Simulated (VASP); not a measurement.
# Pb (Fm-3m) in VASP: single point with PBE+D3(BJ)

Aim: the single point of Pb with PBE+D3(BJ).

All numbers are computed with VASP 6.6.1; they aren't measurements. Logs are shortened: lines on timing, memory, paths and dates and some standing lists are left out, and cuts for length are marked.

## Step 1: The cell of the first run

Symmetry: Fm-3m, No. 225, cubic system. Conventional cell: a = 4.959 Å, b = 4.959 Å, c = 4.959 Å, α = 90.00°, β = 90.00°, γ = 90.00°. Within 4.6 Å of Pb (site symmetry m-3m) lie 12 Pb at 3.51 Å.

## Step 2: Single point, PBE+D3(BJ)

The input, INCAR:

```
SYSTEM = Pb
PREC = Accurate ; ENCUT = 500
EDIFF = 1E-6 ; ISMEAR = 0
SIGMA = 0.1 ; LREAL = .FALSE.
LASPH = .TRUE. ; NELM = 120
ALGO = Normal ; ISIF = 2
LWAVE = .FALSE. ; LCHARG = .FALSE.
GGA = PE ; IVDW = 12
NBANDS = 13 ; GGA_COMPAT = .FALSE.
```

The input, KPOINTS:

```
regular mesh
0
G
  14 14 14
  0 0 0
```

The input, POSCAR:

```
Pb
1.0
    0.0000000000      2.4795024798      2.4795024798
    2.4795024798      0.0000000000      2.4795024798
    2.4795024798      2.4795024798      0.0000000000
Pb
1
Direct
    0.0000000000      0.0000000000      0.0000000000
```

Potentials or basis: VASP PAW PBE potentials, release 64 (Pb_d).

Run with:

```sh
cat potpaw_PBE.64/Pb_d/POTCAR > POTCAR
mpirun -np 1 vasp_std > vasp.out
```

OUTCAR:

```text
SYSTEM = Pb
   PREC = Accurate
   ENCUT = 500
   EDIFF = 1E-6
   ISMEAR = 0
   LREAL = .FALSE.
   LASPH = .TRUE.
   NELM = 120
   ISIF = 2
   GGA = PE
   IVDW = 12
 IVDW          = 12

 ion  position               nearest neighbor table
   1  0.000  0.000  0.000-

  LATTYP: Found a face centered cubic cell.
 ALAT       =     4.9590049596

  Lattice vectors:

 A1 = (   0.0000000000,   2.4795024798,   2.4795024798)
 A2 = (   2.4795024798,   0.0000000000,   2.4795024798)
 A3 = (   2.4795024798,   2.4795024798,   0.0000000000)

Analysis of symmetry for initial positions (statically):
=====================================================================
 Subroutine PRICEL returns:
 Original cell was already a primitive cell.

 Routine SETGRP: Setting up the symmetry group for a
 face centered cubic supercell.

 Subroutine GETGRP returns: Found 48 space group operations
 (whereof 48 operations were pure point group operations)
 out of a pool of 48 trial point group operations.

The static configuration has the point symmetry O_h .

Analysis of symmetry for dynamics (positions and initial velocities):
=====================================================================
 Subroutine PRICEL returns:
 Original cell was already a primitive cell.

 Routine SETGRP: Setting up the symmetry group for a
 face centered cubic supercell.

 Subroutine GETGRP returns: Found 48 space group operations
 (whereof 48 operations were pure point group operations)
 out of a pool of 48 trial point group operations.

The dynamic configuration has the point symmetry O_h .

 Subroutine INISYM returns: Found 48 space group operations
 (whereof 48 operations are pure point group operations),
 and found     1 'primitive' translations

----------------------------------------------------------------------------------------

                                     Primitive cell

  volume of cell :      30.4876

  direct lattice vectors                    reciprocal lattice vectors
     0.000000000  2.479502480  2.479502480    -0.201653358  0.201653358  0.201653358
     2.479502480  0.000000000  2.479502480     0.201653358 -0.201653358  0.201653358
     2.479502480  2.479502480  0.000000000     0.201653358  0.201653358 -0.201653358

  length of vectors
     3.506546035  3.506546035  3.506546035     0.349273861  0.349273861  0.349273861

  position of ions in fractional coordinates (direct lattice)
     0.000000000  0.000000000  0.000000000

  ion indices of the primitive-cell ions
   primitive index   ion index
                 1           1

----------------------------------------------------------------------------------------

 KPOINTS: regular mesh

Automatic generation of k-mesh.
 Grid dimensions read from file:
 generate k-points for:   14   14   14

 Generating k-lattice:

  Cartesian coordinates                     Fractional coordinates (reciprocal lattice)
    -0.014403811  0.014403811  0.014403811     0.071428571  0.000000000  0.000000000
     0.014403811 -0.014403811  0.014403811     0.000000000  0.071428571  0.000000000
     0.014403811  0.014403811 -0.014403811     0.000000000  0.000000000  0.071428571

  Length of vectors
     0.024948133  0.024948133  0.024948133

  Shift w.r.t. Gamma in fractional coordinates (k-lattice)
     0.000000000  0.000000000  0.000000000

 Subroutine IBZKPT returns following result:
 ===========================================

 Found    104 irreducible k-points:

 Following reciprocal coordinates:
            Coordinates               Weight
  0.000000  0.000000  0.000000      1.000000
  0.071429  0.000000  0.000000      8.000000
  0.142857  0.000000  0.000000      8.000000
  0.214286  0.000000  0.000000      8.000000
  0.285714  0.000000  0.000000      8.000000
  0.357143  0.000000  0.000000      8.000000
[... 16 lines left out ...]
  0.214286  0.142857  0.000000     24.000000
  0.285714  0.142857  0.000000     24.000000
 [... further k-points ...]
   k-points           NKPTS =    104   k-points in BZ     NKDIM =    104   number of bands    NBANDS=     13
   number of dos      NEDOS =    301   number of ions     NIONS =      1
   total plane-waves  NPLWV =  21952
   dimension x,y,z NGX =    28 NGY =   28 NGZ =   28
   dimension x,y,z NGXF=    56 NGYF=   56 NGZF=   56
   ions per type =               1
   NGX,Y,Z   is equivalent  to a cutoff of  13.27, 13.27, 13.27 a.u.
   NGXF,Y,Z  is equivalent  to a cutoff of  26.55, 26.55, 26.55 a.u.
 SYSTEM =  Pb
   PREC   = accura    normal or accurate (medium, high low for compatibility)
   ISTART =      0    job   : 0-new  1-cont  2-samecut
   ICHARG =      2    charge: 1-file 2-atom 10-const
   ISPIN  =      1    spin polarized calculation?
   LNONCOLLINEAR =      F non collinear calculations
   LSORBIT =      F    spin-orbit coupling
   LASPH  =      T    aspherical Exc in radial PAW
   ENCUT  =  500.0 eV  36.75 Ry    6.06 a.u.   6.39  6.39  6.39*2*pi/ulx,y,z
   NELM   =    120;   NELMIN=  2; NELMDL= -5     # of ELM steps
   EDIFF  = 0.1E-05   stopping-criterion for ELM
   LREAL  =      F    real-space projection
   EDIFFG = 0.1E-04   stopping-criterion for IOM
   NSW    =      0    number of steps for IOM
   IBRION =     -1    ionic relax: 0-MD 1-quasi-New 2-CG
   NFREE  =      0    steps in history (QN), initial steepest desc. (CG)
   ISIF   =      2    stress and relaxation
   ISYM   =      2    0-nonsym 1-usesym 2-fastsym
   POTIM  = 0.5000    time-step for ionic-motion
   TEBEG  =    0.0;   TEEND  =   0.0 temperature during run
   PSTRESS=    0.0 pullay stress
   NELECT =      14.0000    total number of electrons
   NUPDOWN=      -1.0000    fix difference up-down
   EMIN   =  10.00;   EMAX   =-10.00  energy-range for DOS
   EFERMI =   0.00;   METHOD = LEGACY
   ISMEAR =     0;   SIGMA  =   0.10  broadening in eV -4-tet -1-fermi 0-gaus
   EFERMI_NEDOS =   21; number of points for ismear=-14 and -15
   IALGO  =     38    algorithm
   IMIX   =      4    mixing-type and parameters
     AMIX     =   0.40;   BMIX     =  1.00
     AMIX_MAG =   1.60;   BMIX_MAG =  1.00
  volume/ion in A,a.u.               =      30.49       205.74
  Fermi-wavevector in a.u.,A,eV,Ry     =   1.263018  2.386758 21.704220  1.595215
  Thomas-Fermi vector in A             =   2.396397
   LORBIT       =      0    0 simple, 1 ext, 2 COOP (PROOUT), +10 PAW based schemes
   GGA     = PE    functional components
   LHFCALC =     F    Hartree Fock is set to
   AEXX    =    0.0000 exact exchange contribution
   IVDW    =    12    specifies the selected vdW correction
   LEPSILON=     F    determine dielectric tensor
   LRPA    =     F    only Hartree local field effects (RPA)
 non-spin polarized calculation
 Gauss-broadening in eV      SIGMA  =   0.10
  energy-cutoff  :      500.00
  volume of cell :       30.49
 maximum number of plane-waves:       785
 NGX is ok and might be reduce to    28
   NGX = 13   NGY = 13   NGZ = 13

 number of electron      14.0000000 magnetization

 Free energy of the ion-electron system (eV)
  ---------------------------------------------------
  ext. energy  EPLUGINS =         0.00000000
  ---------------------------------------------------
  free energy    TOTEN  =        -3.55882389 eV

  energy without entropy =       -3.55665764  energy(sigma->0) =       -3.55774077

 E-fermi :   7.2570     XC(G=0): -10.1588

 val. band max:        7.1159585598   @ k =   0.3571   0.1429   0.0714
 cond. band min:       7.2587849462   @ k =   0.3571   0.2143   0.0000
 fundamental gap:      0.1428263864
 Fermi energy:         7.2570220079

 k-point     1 :       0.0000    0.0000    0.0000
  band No.  band energies     occupation
      1      -9.8468      2.00000
      2      -9.8468      2.00000
      3      -9.8468      2.00000
      4      -9.7091      2.00000
      5      -9.7091      2.00000
      6      -4.4962      2.00000
      7      14.5968      0.00000
      8      14.5968      0.00000
      9      14.5968      0.00000
     10      16.9811      0.00000
     11      18.4917      0.00000
     12      19.6659      0.00000
     13      19.6659      0.00000

 k-point     2 :       0.0714    0.0000    0.0000
  band No.  band energies     occupation
      1      -9.8469      2.00000
      2      -9.8395      2.00000
      3      -9.8395      2.00000
      4      -9.7096      2.00000
      5      -9.7096      2.00000
      6      -4.3985      2.00000
      7      13.4077      0.00000
      8      14.4736      0.00000
      9      14.4736      0.00000
     10      16.7473      0.00000
     11      19.0271      0.00000
     12      19.8850      0.00000
     13      19.8850      0.00000

 k-point     3 :       0.1429    0.0000    0.0000
  band No.  band energies     occupation
      1      -9.8481      2.00000
      2      -9.8229      2.00000
      3      -9.8229      2.00000
      4      -9.7071      2.00000
      5      -9.7071      2.00000
      6      -4.1052      2.00000
      7      11.2491      0.00000
      8      14.1607      0.00000
      9      14.1607      0.00000
     10      16.4570      0.00000
     11      19.8515      0.00000
     12      20.3293      0.00000
     13      20.3848      0.00000
[... 305 lines left out ...]
 k-point    23 :       0.2143    0.1429    0.0000
  band No.  band energies     occupation
      1      -9.8865      2.00000
      2      -9.7770      2.00000
      3      -9.7698      2.00000
      4      -9.7469      2.00000
      5      -9.6708      2.00000
      6      -3.6181      2.00000
      7      10.4750      0.00000
      8      12.3418      0.00000
      9      12.6487      0.00000
     10      15.8254      0.00000
     11      16.8349      0.00000
     12      21.3578      0.00000
     13      22.2340      0.00000

 k-point    24 :       0.2857    0.1429    0.0000
  band No.  band energies     occupation
      1      -9.8870      2.00000
      2      -9.7899      2.00000
      3      -9.7621      2.00000
      4      -9.7208      2.00000
      5      -9.6409      2.00000
      6      -3.0722      2.00000
      7       8.4537      0.00000
      8      11.9276      0.00000
      9      12.1674      0.00000
     10      15.6404      0.00000
     11      17.2299      0.00000
     12      20.9212      0.00000
     13      21.6070      0.00000

 [... further k-points ...]

------------------------ aborting loop because EDIFF is reached ----------------------------------------

 Edisp (eV)   -0.40740

 E8    (eV) :    -0.2065

  FORCE on cell =-STRESS in cart. coord.  units (eV):
  Direction    XX          YY          ZZ          XY          YZ          ZX
  --------------------------------------------------------------------------------------
  -------------------------------------------------------------------------------------
  Total      -0.01062    -0.01062    -0.01062     0.00000     0.00000     0.00000
  in kB      -0.55829    -0.55829    -0.55829     0.00000     0.00000     0.00000
  external pressure =       -0.56 kB  Pullay stress =        0.00 kB

 VOLUME and BASIS-vectors are now :
 -----------------------------------------------------------------------------
  energy-cutoff  :      500.00
  volume of cell :       30.49
      direct lattice vectors                 reciprocal lattice vectors
     0.000000000  2.479502480  2.479502480    -0.201653358  0.201653358  0.201653358
     2.479502480  0.000000000  2.479502480     0.201653358 -0.201653358  0.201653358
     2.479502480  2.479502480  0.000000000     0.201653358  0.201653358 -0.201653358

 POSITION                                       TOTAL-FORCE (eV/Angst)
 -----------------------------------------------------------------------------------
      0.00000      0.00000      0.00000         0.000000      0.000000      0.000000
 -----------------------------------------------------------------------------------
    total drift:                               -0.000000     -0.000000     -0.000000

  FREE ENERGIE OF THE ION-ELECTRON SYSTEM (eV)
  ---------------------------------------------------
  free  energy   TOTEN  =        -3.9662263709 eV

  energy  without entropy=       -3.9640601172  energy(sigma->0) =       -3.96514324
```

Wall time 17 s (1 thread of Intel Xeon 6975P-C (Granite Rapids), shared host); peak memory 0.18 GiB.

What came out:

* Free energy: -3.9662 eV
* Pressure: -0.1 GPa
* Band gap on the k mesh: zero (bands 7 and 8 overlap by 8.92 eV)
* Dispersion energy per atom: -0.407 eV

Caveat: spin-orbit coupling is left out, which moves the levels of the heavy elements.
